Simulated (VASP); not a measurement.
The system is MgH2.

```
Mg H
1.0
     4.51786    0.00000    0.00000
     0.00000    4.51786    0.00000
     0.00000    0.00000    3.01207
Mg H
2 4
Cartesian
  0.0000 0.0000 0.0000
  2.2589 2.2589 1.5060
  1.3754 1.3754 0.0000
  0.8835 3.6343 1.5060
  3.1424 3.1424 0.0000
  3.6343 0.8835 1.5060
```

| Property | Result |
| --- | --- |
| Program | VASP 6.6.1 |
| Task | relaxation of cell and atoms |
| Functional | PBE |
| Dispersion | D3(BJ) |
| Potentials or basis | VASP PAW PBE potentials, release 64 (Mg, H) |
| Cutoff | 600 eV |
| k mesh | 6 × 6 × 8 |
| Occupations | gaussian, width 0.02 eV |
| Spin | no spin polarisation |

At the start: pressure -2.4 GPa; volume 10.25 Å³/atom.

Problem. Where does the relaxation end?

Solution. Over 8 steps the energy falls by 3.8 meV/atom and the volume is 9.76 Å³/atom (-4.8 %); space group P4_2/mnm (No. 136, to 0.05 Å).

The path:
```
step  energy change (eV)  largest force (eV/Å)  pressure (GPa)  volume (Å³)
   1              0.0000                0.0043           -2.37        61.48
   2             -0.0154                0.0106           -1.30        60.14
   3             -0.0214                0.0173           -0.10        58.79
   4             -0.0215                0.0179            0.01        58.68
   5             -0.0222                0.0068            0.01        58.63
   6             -0.0226                0.0121            0.01        58.54
   7             -0.0227                0.0066            0.00        58.55
   8             -0.0227                0.0001           -0.01        58.55
```

Final structure:
```cif
data_structure
_symmetry_space_group_name_H-M 'P 1'
_symmetry_Int_Tables_number 1
_cell_length_a 4.4294
_cell_length_b 4.4294
_cell_length_c 2.9845
_cell_angle_alpha 90.000
_cell_angle_beta 90.000
_cell_angle_gamma 90.000
_cell_volume 58.55
loop_
_atom_site_label
_atom_site_type_symbol
_atom_site_fract_x
_atom_site_fract_y
_atom_site_fract_z
_atom_site_occupancy
Mg1 Mg 0.00000 0.00000 0.00000 1
Mg2 Mg 0.50000 0.50000 0.50000 1
H1 H 0.30423 0.30423 0.00000 1
H2 H 0.19577 0.80423 0.50000 1
H3 H 0.69577 0.69577 0.00000 1
H4 H 0.80423 0.19577 0.50000 1
```
